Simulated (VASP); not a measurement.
**Fe: single point with HF**

Crystal: Fe.

```
Fe
1.0
    -1.43332    1.43332    1.43332
     1.43332   -1.43332    1.43332
     1.43332    1.43332   -1.43332
Fe
1
Cartesian
  0.0000 0.0000 0.0000
```

```json
{
  "Program": "VASP 6.6.1",
  "Task": "single point",
  "Functional": "HF",
  "Potentials or basis": "VASP PAW PBE potentials, release 64 (Fe)",
  "Cutoff": "520 eV",
  "k mesh": "7 × 7 × 7",
  "Occupations": "fermi-dirac, width 0.05 eV",
  "Spin": "collinear spin, ferromagnetic start",
  "Starting moments": "[3.0] μB",
  "Dipole correction": "no",
  "Grid for exact exchange (PRECFOCK)": "Normal",
  "Further INCAR settings": "ALGO = Normal; EDIFF = 1e-06; NBANDS = 14",
  "Share of exact exchange": "1"
}
```

* Pressure: 53.0 GPa
* Net moment: 3.17 μB per cell
* Site moments: Fe +3.29 μB
* Valence electrons inside the program's atomic spheres: Fe 7.29

Levels at points of the mesh, in eV from the Fermi level:
Spin up:
```tsv
k point	band 4	band 5	band 6	band 7	band 8	band 9
(0.00, 0.00, 0.00)	-16.22	-16.22	-16.11	29.70	29.70	29.70
```
Spin down:
| k point | band 1 | band 2 | band 3 | band 4 | band 5 |
| --- | --- | --- | --- | --- | --- |
| (0.00, 0.00, 0.00) | -19.23 | 5.78 | 5.78 | 5.78 | 9.82 |

Run time: 14 min on 1 thread of Intel(R) Xeon(R) 6975P-C (Granite Rapids), on a shared host, peak memory 0.13 GiB.

Caveat: the k points lie up to 0.44 Å⁻¹ apart; the PAW data sets were made with another functional, which shifts forces and pressure a little.
